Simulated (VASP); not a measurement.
# HgTe (I-4m2) in VASP: a series of runs

HgTe is run at these levels: PBE; tasks: single point.

Program: VASP 6.6.1. These are calculated values, not measurements. Logs are shortened: lines on timing, memory, paths and dates and some standing lists are left out, and cuts for length are marked.

## 1. The cell of the first run

It takes space group I-4m2 (No. 119, tetragonal). Conventional cell: a = 6.132 Å, b = 6.132 Å, c = 3.139 Å, α = 90.00°, β = 90.00°, γ = 90.00°. Hg (site symmetry -4m2) has 2 Hg at 3.14 Å and 8 Te at 3.16 to 3.87 Å within 4.1 Å. Te (site symmetry -4m2) has 2 Te at 3.14 Å and 8 Hg at 3.16 to 3.87 Å within 4.1 Å.

## 2. Single point, PBE (29.51 Å³/atom)

Input file INCAR:

```
SYSTEM = HgTe
PREC = Accurate
ENCUT = 520
EDIFF = 1E-6
ISMEAR = -1
SIGMA = 0.05
LREAL = .False.
LASPH = .True.
NELM = 80
ALGO = Normal
ISIF = 2
LWAVE = .False.
LCHARG = .False.
GGA = PE
NBANDS = 16
```

Input file KPOINTS:

```
regular mesh
0
Gamma
  10 10 10
  0 0 0
```

Input file POSCAR:

```
HgTe
1.0
   -3.0657731441      3.0657731441      1.5697375195
    3.0657731441     -3.0657731441      1.5697375195
    3.0657731441      3.0657731441     -1.5697375195
Hg Te
1 1
Direct
    0.7500000000      0.2500000000      0.5000000000
    0.0000000000      0.0000000000      0.0000000000
```

Potentials or basis: VASP PAW PBE potentials, release 64 (Hg, Te).

Started as:

```
cat potpaw_PBE.64/Hg/POTCAR potpaw_PBE.64/Te/POTCAR > POTCAR
mpirun -np 1 vasp_std > vasp.out
```

OUTCAR:

```text
SYSTEM = HgTe
   PREC = Accurate
   ENCUT = 520
   EDIFF = 1E-6
   ISMEAR = -1
   LREAL = .False.
   LASPH = .True.
   NELM = 80
   ISIF = 2
   GGA = PE

 ion  position               nearest neighbor table
   1  0.750  0.250  0.500-   2 3.16   2 3.16   2 3.16   2 3.16
   2  0.000  0.000  0.000-   1 3.16   1 3.16   1 3.16   1 3.16

  LATTYP: Found a body centered tetragonal cell.
 ALAT       =     6.1315462882
 C/A-ratio  =     0.5120201156

  Lattice vectors:

 A1 = (  -3.0657731441,   3.0657731441,   1.5697375195)
 A2 = (   3.0657731441,  -3.0657731441,   1.5697375195)
 A3 = (   3.0657731441,   3.0657731441,  -1.5697375195)

Analysis of symmetry for initial positions (statically):
=====================================================================
 Subroutine PRICEL returns:
 Original cell was already a primitive cell.

 Routine SETGRP: Setting up the symmetry group for a
 body centered tetragonal supercell.

 Subroutine GETGRP returns: Found  8 space group operations
 (whereof  8 operations were pure point group operations)
 out of a pool of 16 trial point group operations.

The static configuration has the point symmetry D_2d.

Analysis of symmetry for dynamics (positions and initial velocities):
=====================================================================
 Subroutine PRICEL returns:
 Original cell was already a primitive cell.

 Routine SETGRP: Setting up the symmetry group for a
 body centered tetragonal supercell.

 Subroutine GETGRP returns: Found  8 space group operations
 (whereof  8 operations were pure point group operations)
 out of a pool of 16 trial point group operations.

The dynamic configuration has the point symmetry D_2d.

 Subroutine INISYM returns: Found  8 space group operations
 (whereof  8 operations are pure point group operations),
 and found     1 'primitive' translations

----------------------------------------------------------------------------------------

                                     Primitive cell

  volume of cell :      59.0156

  direct lattice vectors                    reciprocal lattice vectors
    -3.065773144  3.065773144  1.569737520     0.000000000  0.163090997  0.318524590
     3.065773144 -3.065773144  1.569737520     0.163090997  0.000000000  0.318524590
     3.065773144  3.065773144 -1.569737520     0.163090997  0.163090997  0.000000000

  length of vectors
     4.611074259  4.611074259  4.611074259     0.357849952  0.357849952  0.230645500

  position of ions in fractional coordinates (direct lattice)
     0.750000000  0.250000000  0.500000000
     0.000000000  0.000000000  0.000000000

  ion indices of the primitive-cell ions
   primitive index   ion index
                 1           1
                 2           2

----------------------------------------------------------------------------------------

 KPOINTS: regular mesh

Automatic generation of k-mesh.
 Grid dimensions read from file:
 generate k-points for:   10   10   10

 Generating k-lattice:

  Cartesian coordinates                     Fractional coordinates (reciprocal lattice)
     0.000000000  0.016309100  0.031852459     0.100000000  0.000000000  0.000000000
     0.016309100  0.000000000  0.031852459     0.000000000  0.100000000  0.000000000
     0.016309100  0.016309100  0.000000000     0.000000000  0.000000000  0.100000000

  Length of vectors
     0.035784995  0.035784995  0.023064550

  Shift w.r.t. Gamma in fractional coordinates (k-lattice)
     0.000000000  0.000000000  0.000000000

 Subroutine IBZKPT returns following result:
 ===========================================

 Found    102 irreducible k-points:

 Following reciprocal coordinates:
            Coordinates               Weight
  0.000000  0.000000  0.000000      1.000000
  0.100000  0.000000 -0.000000      8.000000
  0.200000  0.000000 -0.000000      8.000000
  0.300000  0.000000 -0.000000      8.000000
  0.400000  0.000000 -0.000000      8.000000
  0.500000  0.000000 -0.000000      4.000000
[... 16 lines left out ...]
  0.300000  0.300000 -0.000000      8.000000
  0.400000  0.300000  0.000000     16.000000
 [... further k-points ...]
   k-points           NKPTS =    102   k-points in BZ     NKDIM =    102   number of bands    NBANDS=     16
   number of dos      NEDOS =    301   number of ions     NIONS =      2
   total plane-waves  NPLWV =  46656
   dimension x,y,z NGX =    36 NGY =   36 NGZ =   36
   dimension x,y,z NGXF=    72 NGYF=   72 NGZF=   72
   ions per type =               1   1
   NGX,Y,Z   is equivalent  to a cutoff of  12.98, 12.98, 12.98 a.u.
   NGXF,Y,Z  is equivalent  to a cutoff of  25.96, 25.96, 25.96 a.u.
 SYSTEM =  HgTe
   PREC   = accura    normal or accurate (medium, high low for compatibility)
   ISTART =      0    job   : 0-new  1-cont  2-samecut
   ICHARG =      2    charge: 1-file 2-atom 10-const
   ISPIN  =      1    spin polarized calculation?
   LNONCOLLINEAR =      F non collinear calculations
   LSORBIT =      F    spin-orbit coupling
   LASPH  =      T    aspherical Exc in radial PAW
   ENCUT  =  520.0 eV  38.22 Ry    6.18 a.u.   8.57  8.57  8.57*2*pi/ulx,y,z
   NELM   =     80;   NELMIN=  2; NELMDL= -5     # of ELM steps
   EDIFF  = 0.1E-05   stopping-criterion for ELM
   LREAL  =      F    real-space projection
   EDIFFG = 0.1E-04   stopping-criterion for IOM
   NSW    =      0    number of steps for IOM
   IBRION =     -1    ionic relax: 0-MD 1-quasi-New 2-CG
   NFREE  =      0    steps in history (QN), initial steepest desc. (CG)
   ISIF   =      2    stress and relaxation
   ISYM   =      2    0-nonsym 1-usesym 2-fastsym
   POTIM  = 0.5000    time-step for ionic-motion
   TEBEG  =    0.0;   TEEND  =   0.0 temperature during run
   PSTRESS=    0.0 pullay stress
   NELECT =      18.0000    total number of electrons
   NUPDOWN=      -1.0000    fix difference up-down
   EMIN   =  10.00;   EMAX   =-10.00  energy-range for DOS
   EFERMI =   0.00;   METHOD = LEGACY
   ISMEAR =    -1;   SIGMA  =   0.05  broadening in eV -4-tet -1-fermi 0-gaus
   EFERMI_NEDOS =   21; number of points for ismear=-14 and -15
   IALGO  =     38    algorithm
   IMIX   =      4    mixing-type and parameters
     AMIX     =   0.40;   BMIX     =  1.00
     AMIX_MAG =   1.60;   BMIX_MAG =  1.00
  volume/ion in A,a.u.               =      29.51       199.13
  Fermi-wavevector in a.u.,A,eV,Ry     =   1.101987  2.082454 16.522593  1.214376
  Thomas-Fermi vector in A             =   2.238423
   LORBIT       =      0    0 simple, 1 ext, 2 COOP (PROOUT), +10 PAW based schemes
   GGA     = PE    functional components
   LHFCALC =     F    Hartree Fock is set to
   AEXX    =    0.0000 exact exchange contribution
   IVDW    =     0    specifies the selected vdW correction
   LEPSILON=     F    determine dielectric tensor
   LRPA    =     F    only Hartree local field effects (RPA)
 non-spin polarized calculation
  energy-cutoff  :      520.00
  volume of cell :       59.02
 maximum number of plane-waves:      1614
 NGX is ok and might be reduce to    36
   NGX = 17   NGY = 17   NGZ = 17

 number of electron      18.0000003 magnetization

 Free energy of the ion-electron system (eV)
  ---------------------------------------------------
  ext. energy  EPLUGINS =         0.00000000
  ---------------------------------------------------
  free energy    TOTEN  =        -3.24451527 eV

  energy without entropy =       -3.23464329  energy(sigma->0) =       -3.23957928

 E-fermi :   4.1857     XC(G=0):  -9.7323

 val. band max:        4.1719818808   @ k =  -0.3000  -0.4000   0.1000
 cond. band min:       4.2284965139   @ k =  -0.4000   0.5000   0.1000
 fundamental gap:      0.0565146330
 Fermi energy:         4.1856978889

 k-point     1 :       0.0000    0.0000    0.0000
  band No.  band energies     occupation
      1      -8.0833      2.00000
      2      -3.1354      2.00000
      3      -2.4493      2.00000
      4      -2.3791      2.00000
      5      -1.9799      2.00000
      6      -1.9799      2.00000
[... 8 lines left out ...]
     15      14.2198      0.00000
     16      15.2256      0.00000

 k-point     2 :       0.1000    0.0000   -0.0000
  band No.  band energies     occupation
      1      -7.9291      2.00000
      2      -2.9923      2.00000
      3      -2.4298      2.00000
      4      -2.3900      2.00000
      5      -2.0574      2.00000
      6      -2.0552      2.00000
[... 8 lines left out ...]
     15      14.4876      0.00000
     16      14.6183      0.00000

 k-point     3 :       0.2000    0.0000   -0.0000
  band No.  band energies     occupation
      1      -7.4831      2.00000
      2      -2.6159      2.00000
      3      -2.4161      2.00000
      4      -2.3910      2.00000
      5      -2.2344      2.00000
      6      -2.2245      2.00000
[... 8 lines left out ...]
     15      13.4164      0.00000
     16      13.5951      0.00000

 k-point     4 :       0.3000    0.0000   -0.0000
  band No.  band energies     occupation
      1      -6.8101      2.00000
      2      -2.5059      2.00000
      3      -2.4807      2.00000
      4      -2.3684      2.00000
      5      -2.2670      2.00000
      6      -2.1574      2.00000
[... 8 lines left out ...]
     15      12.4042      0.00000
     16      14.2897      0.00000
[... 324 lines left out ...]
 k-point    22 :      -0.2000    0.2000    0.0000
  band No.  band energies     occupation
      1      -7.9340      2.00000
      2      -3.1432      2.00000
      3      -2.4906      2.00000
      4      -2.4489      2.00000
      5      -1.9814      2.00000
      6      -1.9606      2.00000
[... 8 lines left out ...]
     15      15.5000      0.00000
     16      16.3214      0.00000

 k-point    23 :       0.3000    0.3000   -0.0000
  band No.  band energies     occupation
      1      -5.9463      2.00000
      2      -2.7034      2.00000
      3      -2.5732      2.00000
      4      -2.2381      2.00000
      5      -2.2036      2.00000
      6      -2.0140      2.00000
[... 8 lines left out ...]
     15      13.4557      0.00000
     16      14.4121      0.00000

 k-point    24 :       0.4000    0.3000    0.0000
  band No.  band energies     occupation
      1      -6.5424      2.00000
      2      -2.5524      2.00000
      3      -2.4919      2.00000
      4      -2.3005      2.00000
      5      -2.2307      2.00000
      6      -2.2183      2.00000
[... 8 lines left out ...]
     15      14.0372      0.00000
     16      15.1986      0.00000

 [... further k-points ...]
[... 5 lines left out ...]
  --------------------------------------------------------------------------------------
  -------------------------------------------------------------------------------------
  Total       -0.7824924     -0.7824924      0.7373000      0.0000000      0.0000000      0.0000000
  in kB      -21.2433806    -21.2433806     20.0164820      0.0000000      0.0000000      0.0000000
  external PRESSURE =      -7.4900931 kB  Pullay stress =       0.0000000 kB

 VOLUME and BASIS-vectors are now :
 -----------------------------------------------------------------------------
  energy-cutoff  :      520.00
  volume of cell :       59.02
      direct lattice vectors                 reciprocal lattice vectors
    -3.065773144  3.065773144  1.569737520     0.000000000  0.163090997  0.318524590
     3.065773144 -3.065773144  1.569737520     0.163090997  0.000000000  0.318524590
     3.065773144  3.065773144 -1.569737520     0.163090997  0.163090997  0.000000000

 POSITION                                       TOTAL-FORCE (eV/Angst)
 -----------------------------------------------------------------------------------
     -0.00000      3.06577      0.78487         0.000000      0.000000     -0.000000
      0.00000      0.00000      0.00000        -0.000000     -0.000000      0.000000
 -----------------------------------------------------------------------------------
    total drift:                               -0.000000      0.000000     -0.000000

  FREE ENERGIE OF THE ION-ELECTRON SYSTEM (eV)
  ---------------------------------------------------
  free  energy   TOTEN  =        -3.2445152680 eV

  energy  without entropy=       -3.2346432896  energy(sigma->0) =       -3.23957928
```

Wall time 1.8 min (1 thread of Intel Xeon 8259CL, shared host); peak memory 0.27 GiB.

Results:

* Free energy: -3.2445 eV
* Pressure: -0.7 GPa
* Band gap on the k mesh: zero (bands 9 and 10 overlap by 3.27 eV)

Caveat: spin-orbit coupling is left out, which moves the levels of the heavy elements.

## 3. Single point, PBE (30.09 Å³/atom)

This run uses another cell than the first one, of 30.09 Å³/atom.

Input file INCAR:

```
ALGO = Normal
EDIFF = 1E-7
ENCUT = 520
GGA = PE
ISIF = 2
ISMEAR = -1
LASPH = True
LCHARG = True
LELF = True
LREAL = False
LVHAR = True
LWAVE = False
NBANDS = 16
NELM = 100
PREC = Accurate
SIGMA = 0.05
```

Input file KPOINTS:

```
k-points
0
Gamma
  10 10 10
```

Input file POSCAR:

```
HgTe
1.0
   -3.0856813198      3.0856813198      1.5799309059
    3.0856813198     -3.0856813198      1.5799309059
    3.0856813198      3.0856813198     -1.5799309059
Hg Te
1 1
Direct
    0.7500000000      0.2500000000      0.5000000000
    0.0000000000      0.0000000000      0.0000000000
```

Potentials or basis: VASP PAW PBE potentials, release 64 (Hg, Te).

Started as:

```
cat potpaw_PBE.64/Hg/POTCAR potpaw_PBE.64/Te/POTCAR > POTCAR
mpirun -np 1 vasp_std > vasp.out
```

Wall time 2.2 min (1 thread of Intel Xeon 8259CL, shared host); peak memory 0.27 GiB.

It converged, with:

| Property | Result |
| --- | --- |
| Free energy | -3.2369 eV |
| Pressure | -1.4 GPa |
| Band gap on the k mesh | zero (bands 9 and 10 overlap by 3.16 eV) |

Stress tensor (GPa, compression positive):
```
-2.70  0.00  0.00
 0.00 -2.70  0.00
 0.00  0.00  1.07
```

Levels at points of the mesh, in eV from the Fermi level:
```csv
k point,band 7,band 8,band 9,band 10,band 11,band 12
"(0.00, 0.00, 0.00)",-3.39,-2.24,-2.24,3.34,4.73,6.83
"(0.50, 0.00, 0.00)",-4.32,-1.86,-0.98,-0.04,3.16,3.92
"(0.50, 0.50, 0.00)",-5.90,-0.85,1.40,2.10,2.86,3.46
"(0.50, 0.50, 0.50)",-4.21,-4.02,-4.02,3.04,7.32,7.84
```

Caveat: spin-orbit coupling is left out, which moves the levels of the heavy elements.

(Continued in part 2 of 2.)
